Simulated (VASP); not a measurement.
Set up this calculation in VASP 6.6.1, as the native input.

| Item | Value |
| --- | --- |
| Task | single point |
| Functional | r2SCAN |
| Potentials or basis | VASP PAW PBE potentials, release 64 (Os_sv_GW) |
| Cutoff | 620 eV |
| k mesh | 6 × 6 × 4 |
| Occupations | gaussian, width 0.1 eV |
| Spin | no spin polarisation |
| Dipole correction | no |
| Further INCAR settings | ALGO = Normal; EDIFF = 1e-06; NBANDS = 31 |

Crystal: Os.

```
Os
1.0
     2.72018    0.00000    0.00000
    -1.36009    2.35575    0.00000
     0.00000    0.00000    6.59547
Os
3
Cartesian
  0.9067 0.0000 2.1985
  -0.4534 0.7852 4.3970
  0.9067 1.5705 0.0000
```

This isn't the form of Os at room conditions, which is hcp.

One way to write it, as run:

POSCAR

```
Os
1.0
    2.7201819800      0.0000000000      0.0000000000
   -1.3600909900      2.3557466976      0.0000000000
    0.0000000000      0.0000000000      6.5954653800
Os
3
Direct
    0.3333261684      0.0000000000      0.3333333333
    0.0000000000      0.3333261684      0.6666666667
    0.6666738316      0.6666738316      0.0000000000
```

INCAR.step1

```
SYSTEM = Os
PREC = Accurate
ENCUT = 620
ISMEAR = 0
SIGMA = 0.1
LREAL = .False.
LASPH = .True.
NELM = 120
NBANDS = 31
GGA = PE
ALGO = Normal
EDIFF = 1E-5
LWAVE = .True.
LCHARG = .False.
GGA_COMPAT = .False.
```

INCAR.step2

```
SYSTEM = Os
PREC = Accurate
ENCUT = 620
EDIFF = 1E-6
ISMEAR = 0
SIGMA = 0.1
LREAL = .False.
LASPH = .True.
NELM = 120
ALGO = Normal
ISIF = 2
LWAVE = .False.
LCHARG = .False.
METAGGA = R2SCAN
LMIXTAU = .True.
NBANDS = 31
ISTART = 1
GGA_COMPAT = .False.
```

KPOINTS

```
Automatic mesh
0
Gamma
  6 6 4
  0 0 0
```

Potentials or basis: VASP PAW PBE potentials, release 64 (Os_sv_GW).

The run is started by

```console
$ cat potpaw_PBE.64/Os_sv_GW/POTCAR > POTCAR
$ cp INCAR.step1 INCAR
$ mpirun -np 1 vasp_std > vasp.out
$ cp INCAR.step2 INCAR
$ mpirun -np 1 vasp_std > vasp.out
```

It gave:

The pressure is -0.7 GPa and the band gap on the k mesh is zero (bands 24 and 25 overlap by 3.78 eV).

Caveat: the k points lie up to 0.44 Å⁻¹ apart, too coarse for converged energies and pressures of a metal; the PAW data sets were made with another functional, which shifts forces and pressure a little; spin-orbit coupling is left out, which moves the levels of the heavy elements.

Wall time 71 s on 1 thread of Intel(R) Xeon(R) 6975P-C (Granite Rapids) (shared host), peak memory 0.19 GiB.
